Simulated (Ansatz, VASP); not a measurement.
# Two plane-wave programs on MnS

```
CELL_PARAMETERS angstrom
-2.99333 0.00000 0.00000
0.00000 2.99333 2.99333
0.00000 2.99333 -2.99333
ATOMIC_POSITIONS crystal
Mn 0.50000 0.50000 0.00000
Mn 0.50000 0.00000 0.50000
S 0.00000 0.00000 0.00000
S 0.00000 0.50000 0.50000
```

Alike in both runs: task single point; functional PBE; k mesh 12 × 8 × 8; occupations gaussian, width 0.15 eV; collinear spin.

```csv
,VASP,Ansatz
version,VASP 6.6.1,Ansatz 0.2.0
potentials or method,"VASP PAW PBE potentials, release 64 (Mn_pv, S), cutoff 520 eV","scalar-relativistic, plane waves, PAW"
valence electrons in the cell,38,42
```

|  | VASP | Ansatz | Ansatz less VASP |
| --- | --- | --- | --- |
| gap on the k mesh at the Fermi level (eV) | none | none | - |
| pressure (GPa) | 0.1 | 0.0 | -0.07 |
| net moment per atom (μB) | 1.52 | 1.52 | -0.002 |
| size of the moment on the site where the two differ most (μB) | 3.08 | 3.04 | -0.037 |

Site moments also hang on the region over which each program counts them. A gap of «none» marks a metal or a gap that the smearing closes. With one functional, cell and mesh, what is left measures potentials, basis and numerics. VASP's potentials hold 38 valence electrons a cell and Ansatz's 42, so a difference there can come from the potentials and not from the codes.
